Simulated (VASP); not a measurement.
Here is a VASP 6.6.1 calculation.

INCAR

```
SYSTEM = Al6N5
ALGO     = Normal         ! electronic algorithm
EDIFF    = 1E-6           ! SCF threshold, eV
ENCUT    = 520            ! plane-wave cutoff, eV
GGA      = PS             ! functional
ISIF     = 2              ! what is computed and relaxed
ISMEAR   = 0              ! smearing method
LASPH    = .TRUE.         ! aspherical terms in the spheres
LCHARG   = .TRUE.         ! write CHGCAR
LELF     = .TRUE.         ! ELF
LREAL    = .FALSE.        ! projectors in reciprocal space
LVHAR    = .TRUE.       
LWAVE    = .FALSE.        ! write WAVECAR
NBANDS   = 32             ! bands
NELECT   = 40.0         
NELM     = 100            ! most SCF steps
PREC     = Accurate       ! precision mode
SIGMA    = 0.05           ! smearing width, eV
```

Contents of KPOINTS:

```
k-points
0
G
  6 6 6
  0 0 0
```

POSCAR

```
Al6N5
1.0
   -3.3014697842      0.0000000000      4.1398709024
    1.6507348921     -2.8591567030      4.1398709024
    1.6507348921      2.8591567030      4.1398709024
Al N
6 5
Direct
    0.2500000000      0.9166666667      0.5833333333
    0.5833333333      0.2500000000      0.9166666667
    0.9166666667      0.5833333333      0.2500000000
    0.7500000000      0.0833333333      0.4166666667
    0.0833333333      0.4166666667      0.7500000000
    0.4166666667      0.7500000000      0.0833333333
    0.4166666667      0.0833333333      0.7500000000
    0.7500000000      0.4166666667      0.0833333333
    0.8317185766      0.3384350503      0.5850768134
    0.2500000000      0.5833333333      0.9166666667
    0.5833333333      0.9166666667      0.2500000000
```

Potentials or basis: VASP PAW PBE potentials, release 64 (Al, N).

The run is started by

```console
$ cat potpaw_PBE.64/Al/POTCAR potpaw_PBE.64/N/POTCAR > POTCAR
$ mpirun -np 1 vasp_std > vasp.out
```

Task: Predict the largest force.

Result: 5.356 eV/Å.

Forces on the atoms (eV/Å):
```
Al   0.001 -0.055  2.671
Al   2.647  2.006 -0.124
Al  -0.254 -3.142 -2.629
Al   2.069 -1.146 -0.379
Al   0.397  1.758  0.276
Al  -1.775 -1.073  0.039
N    0.373 -0.152 -0.624
N   -0.117  0.335 -0.121
N   -5.023  1.663  0.831
N    1.398 -0.304  0.136
N    0.284  0.111 -0.077
```

Caveat: the cell carries a net charge on a neutralising background, which shifts energy and pressure; the cell differs from its parent crystal (atoms taken out, atom 9 moved -0.125 of the way to it and -0.350 Å across, host rigid); the PAW data sets were made with another functional, which shifts forces and pressure a little.
